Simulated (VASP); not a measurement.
# PbF2 (P1) in VASP: a series of runs

PbF2 is run at these levels: PBE+D3(BJ); tasks: single point.

Program: VASP 6.6.1. These are calculated values, not measurements. Logs are shortened: lines on timing, memory, paths and dates and some standing lists are left out, and cuts for length are marked.

## 1. The cell of the first run

The typed cell holds 18 atoms: a = 7.509 Å, b = 7.509 Å, c = 7.509 Å, α = 80.41°, β = 70.53°, γ = 60.00°.

## 2. Single point, PBE+D3(BJ) (dynamics (nvt nose hoover) at 2600 K, volume x 1.1, from the last frame before)

Input file INCAR:

```
ALGO = Normal
EDIFF = 1E-7
ENCUT = 520
GGA = PE
ISIF = 2
ISMEAR = -1
IVDW = 12
LASPH = True
LCHARG = False
LREAL = Auto
LWAVE = False
NBANDS = 99
NELM = 100
PREC = Accurate
SIGMA = 0.2241
```

Input file KPOINTS:

```
Automatic mesh
0
Gamma
  2 2 2
  0.5 0.5 0.5
```

Input file POSCAR:

```
PbF2
1.0
    3.0657171009     -3.0657171009      6.1314342018
    6.1314342018      3.0657171009      3.0657171009
   -3.0657171009      3.0657171009      6.1314342018
Pb F
6 12
Direct
    0.0208847005      0.0244896482     -0.0246975659
    0.2972179276      0.3511593855      0.0171861096
    0.6769900587      0.6485030858     -0.0090559563
    0.4874913006      0.0018056678      0.4887224426
    0.1706709445      0.6628084936      0.5081739276
    0.8448684537      0.3055394989      0.5134801902
    0.9564909786      0.3194521764      0.0845347896
    0.1986607798      0.7110616956      0.0899367883
    0.7264430887      0.8728903914      0.1553744146
    0.5059556864      0.4066265604      0.6398535597
    0.1437953945      0.9976285806      0.6002722820
    0.8486905068      0.6439126426      0.6259644764
    0.8660362310     -0.0180964730      0.4645183176
    0.1449333284      0.4317640179      0.3371808996
    0.5620668650      0.6856865558      0.4101930996
    0.3367492170      1.0247776393      0.9107524955
    0.0035049440      0.6472840126      0.8634940580
    0.7271375429      0.3391157650      0.8854437349
```

Potentials or basis: VASP PAW PBE potentials, release 64 (Pb_d, F).

Run with:

```
cat potpaw_PBE.64/Pb_d/POTCAR potpaw_PBE.64/F/POTCAR > POTCAR
mpirun -np 1 vasp_std > vasp.out
```

OUTCAR:

```text
EDIFF = 1E-7
   ENCUT = 520
   GGA = PE
   ISIF = 2
   ISMEAR = -1
   IVDW = 12
   LASPH = True
   LREAL = Auto
   NELM = 100
   PREC = Accurate
 IVDW          = 12

 ion  position               nearest neighbor table
   1  0.021  0.024  0.975-   8 2.24   7 2.25  16 2.26  18 2.48  11 2.66   9 2.83   6 4.01   2 4.03
                             3 4.06   4 4.09
   2  0.297  0.351  0.017-  14 2.33   8 2.52  16 2.55   7 2.56  17 2.66  10 2.82  18 3.00   1 4.03
                             3 4.10
   3  0.677  0.649  0.991-  17 2.31  18 2.39   9 2.48   7 2.49  12 2.61  16 2.85  15 3.00   1 4.06
                             2 4.10
   4  0.487  0.002  0.489-  15 2.28  11 2.45   9 2.55  13 2.72  16 2.99   1 4.09   6 4.13
   5  0.171  0.663  0.508-  12 2.35  13 2.42  14 2.44  17 2.55  11 2.61  10 2.68  15 2.87
   6  0.845  0.306  0.513-  10 2.16  13 2.44  11 2.47  18 2.65  14 2.73  15 2.75  12 2.82   1 4.01
                             4 4.13
   7  0.956  0.319  0.085-   1 2.25   3 2.49   2 2.56
   8  0.199  0.711  0.090-   1 2.24   2 2.52
   9  0.726  0.873  0.155-   3 2.48   4 2.55   1 2.83
  10  0.506  0.407  0.640-   6 2.16   5 2.68   2 2.82
  11  0.144  0.998  0.600-   4 2.45   6 2.47   5 2.61   1 2.66
  12  0.849  0.644  0.626-   5 2.35   3 2.61   6 2.82
  13  0.866  0.982  0.465-   5 2.42   6 2.44   4 2.72
  14  0.145  0.432  0.337-   2 2.33   5 2.44   6 2.73
  15  0.562  0.686  0.410-   4 2.28   6 2.75   5 2.87   3 3.00
  16  0.337  0.025  0.911-   1 2.26   2 2.55   3 2.85   4 2.99
  17  0.004  0.647  0.863-   3 2.31   5 2.55   2 2.66
  18  0.727  0.339  0.885-   3 2.39   1 2.48   6 2.65   2 3.00

  LATTYP: Found a base centered monoclinic cell.
 ALAT       =     7.5094425929
 B/A-ratio  =     1.7320508076
 C/A-ratio  =     1.0000000000
 COS(beta)  =    -0.3333333333

  Lattice vectors:

 A1 = (   3.0657171009,   6.1314342018,  -3.0657171009)
 A2 = (  -6.1314342018,  -3.0657171009,  -3.0657171009)
 A3 = (  -3.0657171009,   3.0657171009,   6.1314342018)

Analysis of symmetry for initial positions (statically):
=====================================================================
 Subroutine PRICEL returns:
 Original cell was already a primitive cell.

 Routine SETGRP: Setting up the symmetry group for a
 base centered monoclinic supercell.

 Subroutine GETGRP returns: Found  1 space group operations
 (whereof  1 operations were pure point group operations)
 out of a pool of  4 trial point group operations.

The static configuration has the point symmetry C_1 .

Analysis of symmetry for dynamics (positions and initial velocities):
=====================================================================
 Subroutine PRICEL returns:
 Original cell was already a primitive cell.

 Routine SETGRP: Setting up the symmetry group for a
 base centered monoclinic supercell.

 Subroutine GETGRP returns: Found  1 space group operations
 (whereof  1 operations were pure point group operations)
 out of a pool of  4 trial point group operations.

The dynamic configuration has the point symmetry C_1 .

 Subroutine INISYM returns: Found  1 space group operations
 (whereof  1 operations are pure point group operations),
 and found     1 'primitive' translations

----------------------------------------------------------------------------------------

                                     Primitive cell

  volume of cell :     345.7622

  direct lattice vectors                    reciprocal lattice vectors
     3.065717101 -3.065717101  6.131434202     0.027182330 -0.135911649  0.081546989
     6.131434202  3.065717101  3.065717101     0.108729319  0.108729319  0.000000000
    -3.065717101  3.065717101  6.131434202    -0.081546989  0.081546989  0.081546989

  length of vectors
     7.509442593  7.509442593  7.509442593     0.160812832  0.153766478  0.141243529

  position of ions in fractional coordinates (direct lattice)
     0.020884700  0.024489648  0.975302434
     0.297217928  0.351159385  0.017186110
     0.676990059  0.648503086  0.990944044
     0.487491301  0.001805668  0.488722443
     0.170670945  0.662808494  0.508173928
     0.844868454  0.305539499  0.513480190
[... 10 lines left out ...]
     0.003504944  0.647284013  0.863494058
     0.727137543  0.339115765  0.885443735

  ion indices of the primitive-cell ions
   primitive index   ion index
                 1           1
                 2           2
                 3           3
                 4           4
                 5           5
                 6           6
[... 10 lines left out ...]
                17          17
                18          18

----------------------------------------------------------------------------------------

 KPOINTS: Automatic mesh

Automatic generation of k-mesh.
 Grid dimensions read from file:
 generate k-points for:    2    2    2

 Generating k-lattice:

  Cartesian coordinates                     Fractional coordinates (reciprocal lattice)
[... 38 lines left out ...]
   LNONCOLLINEAR =      F non collinear calculations
   LSORBIT =      F    spin-orbit coupling
   LASPH  =      T    aspherical Exc in radial PAW
   ENCUT  =  520.0 eV  38.22 Ry    6.18 a.u.  13.96 13.96 13.96*2*pi/ulx,y,z
   NELM   =    100;   NELMIN=  2; NELMDL= -5     # of ELM steps
   EDIFF  = 0.1E-06   stopping-criterion for ELM
   LREAL  =      T    real-space projection
   EDIFFG = 0.1E-05   stopping-criterion for IOM
   NSW    =      0    number of steps for IOM
   IBRION =     -1    ionic relax: 0-MD 1-quasi-New 2-CG
   NFREE  =      0    steps in history (QN), initial steepest desc. (CG)
   ISIF   =      2    stress and relaxation
   ISYM   =      2    0-nonsym 1-usesym 2-fastsym
   POTIM  = 0.5000    time-step for ionic-motion
   TEBEG  =    0.0;   TEEND  =   0.0 temperature during run
   PSTRESS=    0.0 pullay stress
   NELECT =     168.0000    total number of electrons
   NUPDOWN=      -1.0000    fix difference up-down
   EMIN   =  10.00;   EMAX   =-10.00  energy-range for DOS
   EFERMI =   0.00;   METHOD = LEGACY
   ISMEAR =    -1;   SIGMA  =   0.22  broadening in eV -4-tet -1-fermi 0-gaus
   EFERMI_NEDOS =   21; number of points for ismear=-14 and -15
   IALGO  =     38    algorithm
   IMIX   =      4    mixing-type and parameters
     AMIX     =   0.40;   BMIX     =  1.00
     AMIX_MAG =   1.60;   BMIX_MAG =  1.00
  volume/ion in A,a.u.               =      19.21       129.63
  Fermi-wavevector in a.u.,A,eV,Ry     =   1.287020  2.432116 22.536983  1.656422
  Thomas-Fermi vector in A             =   2.419060
   LORBIT       =      0    0 simple, 1 ext, 2 COOP (PROOUT), +10 PAW based schemes
   GGA     = PE    functional components
   LHFCALC =     F    Hartree Fock is set to
   AEXX    =    0.0000 exact exchange contribution
   IVDW    =    12    specifies the selected vdW correction
   LEPSILON=     F    determine dielectric tensor
   LRPA    =     F    only Hartree local field effects (RPA)
 non-spin polarized calculation
  energy-cutoff  :      520.00
  volume of cell :      345.76
 maximum number of plane-waves:      9313
   NGX = 27   NGY = 27   NGZ = 27

 number of electron     168.0000009 magnetization

 Free energy of the ion-electron system (eV)
  ---------------------------------------------------
  ext. energy  EPLUGINS =         0.00000000
  ---------------------------------------------------
  free energy    TOTEN  =       -82.95192897 eV

  energy without entropy =      -82.94666540  energy(sigma->0) =      -82.94929718

 E-fermi :   3.1605     XC(G=0):  -8.8644

 val. band max:        1.5659942134   @ k =   0.2500   0.0000  -0.2500
 cond. band min:       4.7361049890   @ k =  -0.2500   0.5000  -0.2500
 fundamental gap:      3.1701107756
 Fermi energy:         3.1604821916

 k-point     1 :       0.2500    0.2500    0.2500
  band No.  band energies     occupation
      1     -20.3746      2.00000
      2     -20.2282      2.00000
      3     -20.0014      2.00000
      4     -19.8326      2.00000
      5     -19.7105      2.00000
      6     -19.5406      2.00000
[... 88 lines left out ...]
     95       7.7579      0.00000
     96       8.0495      0.00000

 k-point     2 :      -0.2500    0.0000   -0.2500
  band No.  band energies     occupation
      1     -20.3731      2.00000
      2     -20.2270      2.00000
      3     -20.0056      2.00000
      4     -19.8311      2.00000
      5     -19.7118      2.00000
      6     -19.5422      2.00000
[... 682 lines left out ...]
     95       7.6625      0.00000
     96       7.9179      0.00000
 [bands above 96 left out]

------------------------ aborting loop because EDIFF is reached ----------------------------------------

 Edisp (eV)   -2.53778

 E8    (eV) :    -1.0997

  FORCE on cell =-STRESS in cart. coord.  units (eV):
  Direction    XX          YY          ZZ          XY          YZ          ZX
  --------------------------------------------------------------------------------------
  -------------------------------------------------------------------------------------
  Total       1.96097    -1.34275     2.88956     0.74603    -1.85599     0.91332
  in kB       9.08665    -6.22198    13.38949     3.45693    -8.60020     4.23211
  external pressure =        5.42 kB  Pullay stress =        0.00 kB

 VOLUME and BASIS-vectors are now :
 -----------------------------------------------------------------------------
  energy-cutoff  :      520.00
  volume of cell :      345.76
      direct lattice vectors                 reciprocal lattice vectors
     3.065717101 -3.065717101  6.131434202     0.027182330 -0.135911649  0.081546989
     6.131434202  3.065717101  3.065717101     0.108729319  0.108729319  0.000000000
    -3.065717101  3.065717101  6.131434202    -0.081546989  0.081546989  0.081546989

 POSITION                                       TOTAL-FORCE (eV/Angst)
 -----------------------------------------------------------------------------------
     -2.77582      3.00105      6.18313        -1.173326     -0.022950     -1.528978
      3.01161      0.21806      3.00430         1.109428      0.505648     -0.243158
      3.01376      2.95062     12.21496         0.625834      0.117001      0.311899
      0.00730      0.00931      5.99113        -0.254582     -1.812996      0.206404
      3.02928      3.06667      6.19428        -0.069449      0.555351     -0.341036
      2.88934     -0.07924      9.26532         0.925235      0.122411      0.356096
[... 10 lines left out ...]
      1.33230      4.62087      7.30034         0.008586     -0.943148      0.733769
      1.59394      1.52495     10.92707        -0.042606     -0.039992     -0.758846
 -----------------------------------------------------------------------------------
    total drift:                               -0.007528      0.002391      0.014361

  FREE ENERGIE OF THE ION-ELECTRON SYSTEM (eV)
  ---------------------------------------------------
  free  energy   TOTEN  =       -85.4897095461 eV

  energy  without entropy=      -85.4844459742  energy(sigma->0) =      -85.48707776
```

It took 5.3 min on 1 thread of Intel Xeon 6975P-C (Granite Rapids), shared host; peak memory 0.49 GiB.

What came out:

- Free energy: -85.4897 eV
- Pressure: 0.5 GPa
- Largest force: 1.927 eV/Å
- Band gap on the k mesh: 3.17 eV, indirect (least direct gap 3.27 eV)
- Dispersion energy per atom: -0.141 eV

Forces in eV/Å, atoms in the order of the input:
```
Pb  -1.173 -0.023 -1.529
Pb   1.109  0.506 -0.243
Pb   0.626  0.117  0.312
Pb  -0.255 -1.813  0.206
Pb  -0.069  0.555 -0.341
Pb   0.925  0.122  0.356
F    0.460  0.936  1.252
F   -0.615 -0.967  0.895
F    0.562  1.188  0.034
F   -1.206  1.006 -0.941
F   -0.032 -0.059  0.582
F   -0.590  0.713 -0.639
F    0.314  0.243 -0.370
F   -0.574 -0.961  0.146
F    0.016  0.319 -0.099
F    0.536 -0.900  0.404
F    0.009 -0.943  0.734
F   -0.043 -0.040 -0.759
```

Levels at points of the mesh, in eV from the valence-band top:
```
           k point  band 81  band 82  band 83  band 84  band 85  band 86  band 87  band 88
(0.25, 0.25, 0.25)    -0.93    -0.73    -0.42    -0.08     3.24     3.90     4.16     4.28
```

Caveat: spin-orbit coupling is left out, which moves the levels of the heavy elements; forces of over 1 eV/Å act on the atoms, so gaps and moduli don't describe the material at rest.

## 3. Single point, PBE+D3(BJ) (dynamics (nvt nose hoover) at 2600 K, volume x 1.1, from the last frame before)

Input file INCAR:

```
ALGO = Normal
EDIFF = 1E-6
ENCUT = 520
GGA = PE
ISIF = 2
ISMEAR = -1
IVDW = 12
LASPH = T
LCHARG = T
LELF = T
LREAL = Auto
LVHAR = T
LWAVE = F
NBANDS = 99
NELM = 100
PREC = Accurate
SIGMA = 0.2241
```

KPOINTS is that of step 2.

Input file POSCAR:

```
PbF2
1.0
    3.0657171009     -3.0657171009      6.1314342018
    6.1314342018      3.0657171009      3.0657171009
   -3.0657171009      3.0657171009      6.1314342018
Pb F
6 12
Direct
    0.0362896607      0.0413215992     -0.0501228570
    0.2607052359      0.3779337629      0.0269361123
    0.6894499766      0.6352824704     -0.0202124814
    0.4918286490     -0.0061016719      0.4705406443
    0.1679780999      0.6613530429      0.5184310710
    0.8536255403      0.2863361614      0.5272980829
    0.9384330502      0.3652430942      0.1276772243
    0.2117573894      0.6931086366      0.0706240148
    0.7429031311      0.8704858425      0.2035359035
    0.4372913001      0.4536030628      0.6900518477
    0.1666037069      0.9950071167      0.6154369232
    0.8057465302      0.6336258705      0.6595322345
    0.8257783307     -0.0013318254      0.5351357271
    0.1445505196      0.4289417310      0.3456789929
    0.5544058244      0.6825997304      0.4532393904
    0.3822219114      1.0158324782      0.8924770812
    0.0634791394      0.5751663560      0.8398758481
    0.7281681609      0.3299760872      0.8626113118
```

Potentials or basis: VASP PAW PBE potentials, release 64 (Pb_d, F).

Run with:

```
cat potpaw_PBE.64/Pb_d/POTCAR potpaw_PBE.64/F/POTCAR > POTCAR
mpirun -np 1 vasp_std > vasp.out
```

Wall time 5.2 min (1 thread of Intel Xeon 6975P-C (Granite Rapids), shared host); peak memory 0.49 GiB.

It converged, with:

```
Free energy                : -85.0986 eV
Pressure                   : 2.2 GPa
Largest force              : 2.265 eV/Å
Band gap on the k mesh     : 3.58 eV, indirect (least direct gap 3.59 eV)
Dispersion energy per atom : -0.139 eV
```

Forces on the atoms (eV/Å):
```
Pb  -1.232 -0.283  0.770
Pb   0.489 -1.766  0.991
Pb   0.679  0.704 -0.283
Pb   0.579 -0.703  1.638
Pb  -0.280 -0.143 -0.155
Pb   1.258  1.784 -0.605
F   -0.936 -0.070 -0.469
F    0.834  0.242  0.609
F    0.926 -0.528 -0.581
F   -0.043 -0.949 -0.351
F   -0.637  0.709 -0.415
F    0.143 -0.029  0.075
F   -0.341 -0.203 -0.298
F   -0.835  0.240  0.909
F   -0.134 -0.220 -0.782
F   -0.349  0.064 -0.495
F    0.163  1.279 -1.044
F   -0.284 -0.128  0.484
```

Stress tensor (GPa, compression positive):
```
 2.75 -0.67 -0.22
-0.67  1.51 -0.08
-0.22 -0.08  2.21
```

Levels at points of the mesh, in eV from the valence-band top:
```
           k point  band 81  band 82  band 83  band 84  band 85  band 86  band 87  band 88
(0.25, 0.25, 0.25)    -0.80    -0.63    -0.57     0.00     3.67     3.82     4.11     4.33
```

Caveat: spin-orbit coupling is left out, which moves the levels of the heavy elements; forces of over 1 eV/Å act on the atoms, so gaps and moduli don't describe the material at rest. A k mesh can miss the band edges.

## 4. Single point, PBE+D3(BJ) (dynamics (nvt nose hoover) at 2600 K, volume x 1.1, from the last frame before)

Input file INCAR:

```
SYSTEM = PbF2
PREC     = Accurate       ! precision mode
ENCUT    = 520            ! plane-wave cutoff, eV
EDIFF    = 1E-6           ! SCF threshold, eV
ISMEAR   = -1             ! smearing method
SIGMA    = 0.2241         ! smearing width, eV
LREAL    = Auto         
LASPH    = .True.         ! aspherical terms in the spheres
NELM     = 100            ! most SCF steps
ALGO     = Normal         ! electronic algorithm
ISIF     = 2              ! what is computed and relaxed
LWAVE    = .False.        ! write WAVECAR
LCHARG   = .False.        ! write CHGCAR
GGA      = PE             ! functional
IVDW     = 12             ! dispersion correction
NBANDS   = 99             ! bands
```

KPOINTS is that of step 3.

Input file POSCAR:

```
PbF2
1.0
    3.0657171009     -3.0657171009      6.1314342018
    6.1314342018      3.0657171009      3.0657171009
   -3.0657171009      3.0657171009      6.1314342018
Pb F
6 12
Direct
    0.0558039912      0.0485233944     -0.0649292624
    0.2390136008      0.4032620404      0.0280419710
    0.6944928696      0.6315885005     -0.0313411175
    0.5148409104     -0.0175762032      0.4512256691
    0.1642122327      0.6581575969      0.5293215899
    0.8454335744      0.2866395162      0.5416228717
    0.9042814157      0.3574987397      0.1954130079
    0.2727108283      0.7114423569      0.0496635029
    0.7722972327      0.9246147769      0.1575352468
    0.4113753406      0.4196667939      0.6994887915
    0.1261589825      0.9817533389      0.6435844160
    0.7501888381      0.6300982564      0.6637777339
    0.7728125825     -0.0087062828      0.5964248135
    0.1655741490      0.3575251610      0.4743974907
    0.5188150214      0.6462818545      0.4485341291
    0.4073837242      0.9909681487      0.8617658326
    0.0088773412      0.5725044448      0.8380599597
    0.7390503349      0.3008033584      0.8736736502
```

Run with:

```
cat potpaw_PBE.64/Pb_d/POTCAR potpaw_PBE.64/F/POTCAR > POTCAR
mpirun -np 1 vasp_std > vasp.out
```

Wall time 5 min (1 thread of Intel Xeon 6975P-C (Granite Rapids), shared host); peak memory 0.49 GiB.

The run converged. Its results:

```
Free energy                : -84.9133 eV
Pressure                   : 2.1 GPa
Largest force              : 4.014 eV/Å
Band gap on the k mesh     : 3.58 eV, indirect (least direct gap 3.62 eV)
Dispersion energy per atom : -0.141 eV
```

Forces in eV/Å, atoms in the order of the input:
```
Pb  -1.872  0.808  1.908
Pb   0.653 -0.849  0.575
Pb  -1.373  3.452 -1.519
Pb  -0.670 -0.541  1.147
Pb   0.491 -0.425 -0.108
Pb   0.632  1.121 -1.188
F    0.575 -0.813 -0.103
F   -0.987 -0.188 -0.385
F   -0.102 -0.025 -0.116
F   -0.517  0.231  0.081
F    0.259 -1.104 -0.562
F    0.354 -0.367 -0.650
F    0.315 -0.410 -0.417
F   -0.029 -0.764 -0.227
F    0.799  0.127 -0.411
F    0.467  0.406  0.235
F    0.961 -1.595  1.764
F    0.045  0.935 -0.022
```

Stress tensor (GPa, compression positive):
```
 0.68 -1.50 -0.65
-1.50  2.95 -0.86
-0.65 -0.86  2.58
```

Levels at points of the mesh, in eV from the valence-band top:
| k point | band 80 | band 81 | band 82 | band 83 | band 84 | band 85 | band 86 | band 87 | band 88 | band 89 |
| --- | --- | --- | --- | --- | --- | --- | --- | --- | --- | --- |
| (0.25, 0.25, 0.25) | -0.95 | -0.60 | -0.51 | -0.15 | -0.06 | 3.59 | 3.77 | 4.31 | 4.42 | 4.85 |

Caveat: spin-orbit coupling is left out, which moves the levels of the heavy elements; forces of over 1 eV/Å act on the atoms, so gaps and moduli don't describe the material at rest. A k mesh can miss the band edges.
